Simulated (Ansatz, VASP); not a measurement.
## One calculation of Ge3Pd, two programs

```
Ge Pd
1.0
     5.48598    0.00000    0.00000
    -2.74299    4.75100    0.00000
     0.00000    0.00000    2.86523
Ge Pd
3 1
Cartesian
  2.1959 0.0000 1.4326
  -1.0979 1.9017 1.4326
  1.6450 2.8493 1.4326
  0.0000 0.0000 0.0000
```

Alike in both runs: functional PBE; k mesh 12 × 12 × 16; occupations gaussian, width 0.1 eV; no spin polarisation.

Ansatz relaxed the structure, and its values are those at the end. VASP's run is a single point on that final structure, the one shown.

|  | VASP | Ansatz |
| --- | --- | --- |
| version | VASP 6.6.1 | Ansatz 0.2.0 |
| potentials or method | VASP PAW PBE potentials, release 64 (Ge_d, Pd), cutoff 520 eV | scalar-relativistic, plane waves, PAW |
| valence electrons in the cell | 52 | 60 |

```csv
,VASP,Ansatz,Ansatz less VASP
gap on the k mesh at the Fermi level (eV),none,none,-
pressure (GPa),0.0,0.0,-0.04
rms of the force components (eV/Å),0.004,0.001,-0.0028
```

A gap of «none» marks a metal or a gap that the smearing closes. With one functional, cell and mesh, what is left measures potentials, basis and numerics. VASP's potentials hold 52 valence electrons a cell and Ansatz's 60, so a difference there can come from the potentials and not from the codes.
